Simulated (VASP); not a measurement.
# MgS (P6_3mc) in VASP: dielectric tensor with PBEsol

Aim: the dielectric tensor of MgS with PBEsol.

All numbers are computed with VASP 6.6.1; they aren't measurements. Logs are shortened: lines on timing, memory, paths and dates and some standing lists are left out, and cuts for length are marked.

## Step 1: The cell of the first run

The structure is hexagonal, space group P6_3mc (No. 186). Conventional cell: a = 4.035 Å, b = 4.035 Å, c = 6.432 Å, α = 90.00°, β = 90.00°, γ = 120.00°. Within 3.2 Å of S (site symmetry 3m) lie 4 Mg at 2.45 to 2.47 Å. Within 3.2 Å of Mg (site symmetry 3m) lie 4 S at 2.45 to 2.47 Å.

## Step 2: Dielectric tensor, PBEsol

Input file INCAR:

```
ALGO = Normal ; EDIFF = 1E-8
ENCUT = 520 ; GGA = PS
ISIF = 2 ; ISMEAR = 0
LASPH = T ; LCHARG = F
LEPSILON = T ; LREAL = F
LWAVE = F ; NELM = 100
PREC = Accurate ; SIGMA = 0.01
```

Input file KPOINTS:

```
k-points
0
Gamma
  6 6 4
```

Input file POSCAR:

```
MgS
1.0
    4.0346224068      0.0000000000      0.0000000000
   -2.0173112034      3.4940854990      0.0000000000
    0.0000000000      0.0000000000      6.4322941800
S Mg
2 2
Direct
    0.6666666667      0.3333333333      0.8792441500
    0.3333333333      0.6666666667      0.3792441500
    0.3333333333      0.6666666667      0.9957548500
    0.6666666667      0.3333333333      0.4957548500
```

Potentials or basis: VASP PAW PBE potentials, release 64 (S, Mg).

Run with:

```sh
$ cat potpaw_PBE.64/S/POTCAR potpaw_PBE.64/Mg/POTCAR > POTCAR
$ mpirun -np 1 vasp_std > vasp.out
```

OUTCAR:

```text
EDIFF = 1E-8
   ENCUT = 520
   GGA = PS
   ISIF = 2
   ISMEAR = 0
   LASPH = T
   LEPSILON = T
   LREAL = F
   NELM = 100
   PREC = Accurate

 ion  position               nearest neighbor table
   1  0.667  0.333  0.879-   3 2.45   3 2.45   3 2.45   4 2.47
   2  0.333  0.667  0.379-   4 2.45   4 2.45   4 2.45   3 2.47
   3  0.333  0.667  0.996-   1 2.45   1 2.45   1 2.45   2 2.47
   4  0.667  0.333  0.496-   2 2.45   2 2.45   2 2.45   1 2.47

  LATTYP: Found a hexagonal cell.
 ALAT       =     4.0346224068
 C/A-ratio  =     1.5942741430

  Lattice vectors:

 A1 = (   4.0346224068,   0.0000000000,   0.0000000000)
 A2 = (  -2.0173112034,   3.4940854990,   0.0000000000)
 A3 = (   0.0000000000,   0.0000000000,   6.4322941800)

Analysis of symmetry for initial positions (statically):
=====================================================================
 Subroutine PRICEL returns:
 Original cell was already a primitive cell.

 Routine SETGRP: Setting up the symmetry group for a
 hexagonal supercell.

 Subroutine GETGRP returns: Found 12 space group operations
 (whereof  6 operations were pure point group operations)
 out of a pool of 24 trial point group operations.

The static configuration has the point symmetry C_3v.
 The point group associated with its full space group is C_6v.

Analysis of symmetry for dynamics (positions and initial velocities):
=====================================================================
 Subroutine PRICEL returns:
 Original cell was already a primitive cell.

 Routine SETGRP: Setting up the symmetry group for a
 hexagonal supercell.

 Subroutine GETGRP returns: Found 12 space group operations
 (whereof  6 operations were pure point group operations)
 out of a pool of 24 trial point group operations.

The dynamic configuration has the point symmetry C_3v.
 The point group associated with its full space group is C_6v.

 Subroutine INISYM returns: Found 12 space group operations
 (whereof  6 operations are pure point group operations),
 and found     1 'primitive' translations

----------------------------------------------------------------------------------------

                                     Primitive cell

  volume of cell :      90.6781

  direct lattice vectors                    reciprocal lattice vectors
     4.034622407  0.000000000  0.000000000     0.247854669  0.143098960  0.000000000
[... 474 lines left out ...]
 -----------------------------------------------------------------------------------
    total drift:                                0.000000      0.000000      0.000126

  FREE ENERGIE OF THE ION-ELECTRON SYSTEM (eV)
  ---------------------------------------------------
  free  energy   TOTEN  =       -17.8711225131 eV

  energy  without entropy=      -17.8711225131  energy(sigma->0) =      -17.87112251

 HEAD OF MICROSCOPIC STATIC DIELECTRIC TENSOR (INDEPENDENT PARTICLE, excluding Hartree and local field effects)
 ------------------------------------------------------
           4.575487     0.000000     0.000000
           0.000000     4.575487     0.000000
           0.000000     0.000000     4.649418
 ------------------------------------------------------

 Free energy of the ion-electron system (eV)
  ---------------------------------------------------
  ---------------------------------------------------
  free energy    TOTEN  =        -0.86632792 eV

  energy without entropy =       -0.86632792

------------------------ aborting loop because EDIFF is reached ----------------------------------------

--------------------------------------- Ionic step        2  -------------------------------------------

------------------------ aborting loop because EDIFF is reached ----------------------------------------

--------------------------------------- Ionic step        3  -------------------------------------------

 Free energy of the ion-electron system (eV)
  ---------------------------------------------------
  ---------------------------------------------------
  free energy    TOTEN  =        -0.89165347 eV

  energy without entropy =       -0.89165347

------------------------ aborting loop because EDIFF is reached ----------------------------------------

 PIEZOELECTRIC TENSOR FIELD DIRECTION 3  (e Angst)
 -----------------------------------------------------------------------------
     1.13517  0.00000  0.00000           ( -0.03249  0.00000  0.00000)
     0.00000  1.13517 -0.00000           (  0.00000 -0.03249  0.00000)
    -0.00000 -0.00000 -2.08044           (  0.00000 -0.00000  0.06938)

 PIEZOELECTRIC TENSOR FIELD DIRECTION 3  (C/m^2)
 -----------------------------------------------------------------------------
     0.20057  0.00000  0.00000
     0.00000  0.20057 -0.00000
    -0.00000 -0.00000 -0.36759

 MACROSCOPIC STATIC DIELECTRIC TENSOR (including local field effects in DFT)
 ------------------------------------------------------
           4.101244     0.000000     0.000000
           0.000000     4.101244     0.000000
           0.000000     0.000000     4.203612
 ------------------------------------------------------

 PIEZOELECTRIC TENSOR (including local field effects)  for field in x, y, z        (e  Angst)
          XX          YY          ZZ          XY          YZ          ZX
  --------------------------------------------------------------------------------
  x    -0.00000    -0.00000     0.00000    -0.00000     0.00000     1.15795
  y     0.00000    -0.00000    -0.00000     0.00000     1.15795     0.00000
  z     1.13517     1.13517    -2.08044     0.00000     0.00000     0.00000

 PIEZOELECTRIC TENSOR (including local field effects)  for field in x, y, z        (C/m^2)
          XX          YY          ZZ          XY          YZ          ZX
  --------------------------------------------------------------------------------
  x    -0.00000    -0.00000     0.00000    -0.00000     0.00000     0.20460
  y     0.00000    -0.00000    -0.00000     0.00000     0.20460     0.00000
  z     0.20057     0.20057    -0.36759     0.00000     0.00000     0.00000

 BORN EFFECTIVE CHARGES (including local field effects) (in |e|, cummulative output)
 ---------------------------------------------------------------------------------
 ion    1
    1    -1.88853     0.00000     0.00000
    2     0.00000    -1.88853     0.00000
    3     0.00000    -0.00000    -1.95987
 ion    2
    1    -1.88853    -0.00000     0.00000
    2     0.00000    -1.88853     0.00000
    3    -0.00000     0.00000    -1.95987
 ion    3
    1     1.88853     0.00000     0.00000
    2     0.00000     1.88853     0.00000
    3     0.00000    -0.00000     1.95987
 ion    4
    1     1.88853    -0.00000     0.00000
    2     0.00000     1.88853     0.00000
    3    -0.00000     0.00000     1.95987
```

stdout:

```text
POSCAR found type information on POSCAR S Mg
 POSCAR found :  2 types and       4 ions
 scaLAPACK will be used
 -----------------------------------------------------------------------------
|                                                                             |
[... 28 lines left out ...]
 dielectric tensor                  component  3 :    -0.203    -0.180     4.649
 Linear response to external field, progress :
  Direction:   1
 dielectric tensor                  component  1 :     4.101    -0.340    -0.000
 Linear response to external field, progress :
  Direction:   2
 dielectric tensor                  component  2 :    -0.547     4.101    -0.000
 Linear response to external field, progress :
  Direction:   3
 dielectric tensor                  component  3 :    -0.202    -0.178     4.204
 Born effective charges drift removed
```

It took 5.6 min on 1 thread of Intel Xeon 8259CL, shared host; peak memory 0.32 GiB.

What came out:

```yaml
Band_gap_on_the_k_mesh: 3.27 eV
Electronic_dielectric_tensor_diagonal: 4.10, 4.10, 4.20
Born_charges_mean_of_the_diagonal: S -1.91; Mg +1.91 e
```

Electronic dielectric tensor:
```
4.10 0.00 0.00
0.00 4.10 0.00
0.00 0.00 4.20
```

Born effective charge tensors (e):
atom 1, S
```
-1.89  0.00  0.00
 0.00 -1.89  0.00
 0.00  0.00 -1.96
```
atom 2, S
```
-1.89  0.00  0.00
 0.00 -1.89  0.00
 0.00  0.00 -1.96
```
atom 3, Mg
```
1.89 0.00 0.00
0.00 1.89 0.00
0.00 0.00 1.96
```
atom 4, Mg
```
1.89 0.00 0.00
0.00 1.89 0.00
0.00 0.00 1.96
```
